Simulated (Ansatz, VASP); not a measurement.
One calculation of V, two programs

```xyz
1
Lattice="-1.4666 1.4666 1.4666 1.4666 -1.4666 1.4666 1.4666 1.4666 -1.4666" Properties=species:S:1:pos:R:3 pbc="T T T"
V     0.0000    0.0000    0.0000
```

Alike in both runs: task single point; functional revPBE; k mesh 24 × 24 × 24; occupations fermi-dirac, width 0.1 eV; no spin polarisation.

|  | VASP | Ansatz |
| --- | --- | --- |
| version | VASP 6.6.1 | Ansatz 0.2.0 |
| potentials or method | VASP PAW PBE potentials, release 64 (V_sv), cutoff 520 eV | plane waves (420 eV) with PAW, scalar-relativistic |
| valence electrons in the cell | 13 | 13 |

Ansatz gave:

| Item | Value |
| --- | --- |
| pressure (GPa) | 17.0 |

Estimate VASP's values.

pressure (GPa): 17.3.

VASP's potentials were made for PBE, not for revPBE.
